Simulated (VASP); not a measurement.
Runs of VASP 6.6.1 on K. The structure is that of space group Fm-3m (No. 225), or close to it. The cells are those of the table. This isn't the form of K at room conditions, which is bcc.

```tsv
task	cell	gap on the mesh (eV)	pressure (GPa)
relaxation of cell and atoms	relaxed to 20 GPa from a = 4.653 Å, angles 60.0°, 1 atom	none	20.1
single point	a = 3.290 Å, angles 60.0°, 1 atom	none	20.1
relaxation of cell and atoms	relaxed to 10 GPa from a = 4.653 Å, angles 60.0°, 1 atom	none	10.0
relaxation of cell and atoms	relaxed to 5 GPa from a = 4.653 Å, angles 60.0°, 1 atom	none	5.1
single point	a = 3.920 Å, angles 60.0°, 1 atom	none	5.0
single point	a = 3.656 Å, angles 60.0°, 1 atom	none	(a)
```

Alike in all rows: level PBEsol; potentials or basis VASP PAW PBE potentials, release 64 (K_sv); no spin polarisation; k mesh 6 × 6 × 6; cutoff (eV) 500; smearing fermi-dirac 0.1 eV.

**Question.** Fill in the values left out.

**Answer.** (a) 10.1.

Caveats: some runs use coarse meshes; the PAW data sets were made with another functional, which shifts forces and pressure a little; the cell is relaxed towards a set pressure, so the run minimises the enthalpy, not the energy (at least some runs); the cell stands under pressure (at least some runs).

A gap of «none» marks levels without a gap at the run's occupations.
